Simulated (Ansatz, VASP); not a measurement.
GePt in VASP and in Ansatz

```
Ge Pt
1.0
     4.19142    0.00000    0.00000
    -2.09571    3.62988    0.00000
     0.00000    0.00000    4.51733
Ge Pt
2 2
Direct
  0.33333 0.66667 0.00000
  0.66667 0.33333 0.00000
  0.33333 0.66667 0.50000
  0.66667 0.33333 0.50000
```

Alike in both runs: task relaxation of cell and atoms; functional PBE; k mesh 6 × 6 × 4; occupations gaussian, width 0.1 eV; no spin polarisation.

|  | VASP | Ansatz |
| --- | --- | --- |
| version | VASP 6.6.1 | Ansatz 0.2.0 |
| potentials or method | VASP PAW PBE potentials, release 64 (Ge_d, Pt), cutoff 600 eV | scalar-relativistic, plane waves, PAW |
| valence electrons in the cell | 48 | 64 |

```tsv
	VASP	Ansatz	Ansatz less VASP
gap on the k mesh at the Fermi level, each at its own relaxed structure (eV)	none	none	-
relaxed volume (Å³/atom)	21.86	21.88	+0.022
relaxed length of the cell vector where the two differ most in proportion (Å)	4.498	4.502	+0.0041
```

A gap of «none» marks a metal or a gap that the smearing closes. VASP's potentials hold 48 valence electrons a cell and Ansatz's 64, so a difference there can come from the potentials and not from the codes.

Spin-orbit coupling is off throughout. Noted on VASP's run: the volume moved by over 15 % at a fixed basis, so the end points are rough.
